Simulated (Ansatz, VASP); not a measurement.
# C in VASP and in Ansatz

```
C
1.0
     2.59749    0.00000    0.00000
     0.00000    2.59749    0.00000
     0.00000    0.00000    1.62373
C
1
Direct
  0.50000 0.50000 0.00000
```

Alike in both runs: task relaxation of cell and atoms; functional PBE; k mesh 6 × 6 × 10; occupations gaussian, width 0.1 eV; no spin polarisation.

```csv
,VASP,Ansatz
version,VASP 6.6.1,Ansatz 0.2.0
potentials or method,"VASP PAW PBE potentials, release 64 (C_h), cutoff 910 eV","scalar-relativistic, plane waves, PAW"
valence electrons in the cell,4,4
```

VASP gave:

* gap on the k mesh at the Fermi level, each at its own relaxed structure (eV): none
* relaxed volume (Å³/atom): 13.58
* relaxed cell length with the largest relative difference (Å): 3.263

Question: Estimate Ansatz's values.

Answer: gap on the k mesh at the Fermi level, each at its own relaxed structure (eV): none; relaxed volume (Å³/atom): 20.53; relaxed cell length with the largest relative difference (Å): 4.006.

A gap of «none» marks a metal or a gap that the smearing closes. One of these differences is far larger than is usual between the two programs; its cause wasn't traced.

The k mesh is coarse, so the values compare programs but aren't converged. Noted on VASP's run: the cutoff is short for stress, so the pressure is rough; the volume moved by over 15 % at a fixed basis, so the end points are rough.
